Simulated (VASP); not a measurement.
A run of VASP 6.6.1:

Contents of POSCAR:

```
AgCl
1.0
    0.0000000000      2.8006428575      2.8006428575
    2.8006428575      0.0000000000      2.8006428575
    2.8006428575      2.8006428575      0.0000000000
Ag Cl
1 1
Direct
    0.0000000000      0.0000000000      0.0000000000
    0.5000000000      0.5000000000      0.5000000000
```

INCAR.step1

```
  ALGO = Normal
  EDIFF = 1E-5
  ENCUT = 550
  GGA = PE
  GGA_COMPAT = False
  ISMEAR = 0
  LASPH = True
  LCHARG = False
  LREAL = False
  LWAVE = True
  NBANDS = 16
  NELM = 120
  PREC = Accurate
  SIGMA = 0.01
```

File INCAR.step2:

```
  ALGO = Normal
  EDIFF = 1E-6
  ENCUT = 550
  GGA_COMPAT = False
  ISIF = 2
  ISMEAR = 0
  ISTART = 1
  LASPH = True
  LCHARG = True
  LELF = True
  LMIXTAU = True
  LREAL = False
  LVHAR = True
  LWAVE = False
  METAGGA = R2SCAN
  NBANDS = 16
  NELM = 120
  PREC = Accurate
  SIGMA = 0.01
```

File KPOINTS:

```
k-points
0
Gamma
  6 6 6
```

Potentials or basis: VASP PAW PBE potentials, release 64 (Ag, Cl).

The run is started by

```bash
$ cat potpaw_PBE.64/Ag/POTCAR potpaw_PBE.64/Cl/POTCAR > POTCAR
$ cp INCAR.step1 INCAR
$ mpirun -np 1 vasp_std > vasp.out
$ cp INCAR.step2 INCAR
$ mpirun -np 1 vasp_std > vasp.out
```

Hardware: 1 thread of Intel(R) Xeon(R) Platinum 8488C (Sapphire Rapids), with other jobs on the host.

**Question.** How long does it take, and how much memory?

**Answer.** Wall time 38 s on 1 thread of Intel(R) Xeon(R) Platinum 8488C (Sapphire Rapids), on a shared host, peak memory 0.17 GiB. Counts: k points 16.
